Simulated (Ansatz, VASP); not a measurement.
# BaTiO2: VASP beside Ansatz

Contents of INCAR:

```
PREC     = Accurate       # precision mode
ENCUT    = 520            # plane-wave cutoff, eV
EDIFF    = 1E-6           # SCF threshold, eV
ISMEAR   = 0              # smearing method
SIGMA    = 0.1            # smearing width, eV
LREAL    = False          # projectors in reciprocal space
LASPH    = True           # aspherical terms in the spheres
NELM     = 150            # most SCF steps
ALGO     = Normal         # electronic algorithm
ISIF     = 2              # what is computed and relaxed
LWAVE    = False          # write WAVECAR
LCHARG   = False          # write CHGCAR
ISPIN    = 2              # spin polarisation
MAGMOM   = 0 1 0 0        # initial moments
LORBIT   = 11             # projections on sites
LMAXMIX  = 4              # l up to which the mixer works
GGA      = PE             # functional
NBANDS   = 29             # bands
```

The input KPOINTS:

```
regular mesh
0
Gamma
  6 6 4
```

POSCAR

```
BaTiO2
1.0
    3.8646023200      0.0000000000      0.0000000000
   -1.9323011600      3.3468437900      0.0000000000
    0.0000000000      0.0000000000      6.2107301000
Ba Ti O
1 1 2
Direct
    0.0000000000      0.0000000000      0.5000000000
    0.0000000000      0.0000000000      0.0000000000
    0.3333333300      0.6666666700      0.5000000000
    0.6666666700      0.3333333300      0.5000000000
```

Input for Ansatz:

```yaml
crystal:
  lattice:
    - [3.86460232, 0.0, 0.0]
    - [-1.93230116, 3.34684379, 0.0]
    - [0.0, 0.0, 6.2107301]
  atoms:
    - { symbol: Ba, position: [0.0, 0.0, 0.5] }
    - { symbol: Ti, position: [0.0, 0.0, 0.0], spin: 1.0 }
    - { symbol: O, position: [0.33333333, 0.66666667, 0.5] }
    - { symbol: O, position: [0.66666667, 0.33333333, 0.5] }
basis:
  ecutwfc: 420
kpoints:
  mp_grid: { grid: [6, 6, 4] }
hamiltonian:
  xc: pbe
scf:
  occupations: { method: gaussian, width: 0.1 }
  lower_state_search: "off"
output:
  forces: true
  stress: true
  eigenvalues: true
  populations: true
magnetization:
  spin_polarized: true
```

Alike in both runs: task single point; functional PBE; k mesh 6 × 6 × 4; occupations gaussian, width 0.1 eV; collinear spin.

```csv
,VASP,Ansatz
version,VASP 6.6.1,Ansatz 0.2.0
potentials or method,"VASP PAW PBE potentials, release 64 (Ba_sv, Ti_sv, O), cutoff 520 eV","scalar-relativistic, plane waves, PAW"
valence electrons in the cell,34,34
```

VASP gave:

| Property | Result |
| --- | --- |
| gap on the k mesh at the Fermi level (eV) | none |
| pressure (GPa) | 22.8 |
| traceless stress, the component that is largest in VASP (GPa) | -15.15 |
| net moment per atom (μB) | 0.03 |
| size of the moment on the site where the two differ most (μB) | 0.05 |

Which values does Ansatz return?

gap on the k mesh at the Fermi level (eV): none; pressure (GPa): 17.7; traceless stress, the component that is largest in VASP (GPa): -9.89; net moment per atom (μB): 0.79; size of the moment on the site where the two differ most (μB): 2.13.

The net moments are unlike, so the other rows may belong to different states. Site moments also hang on the region over which each program counts them. A gap of «none» marks a metal or a gap that the smearing closes.

Spin-orbit coupling is off throughout.
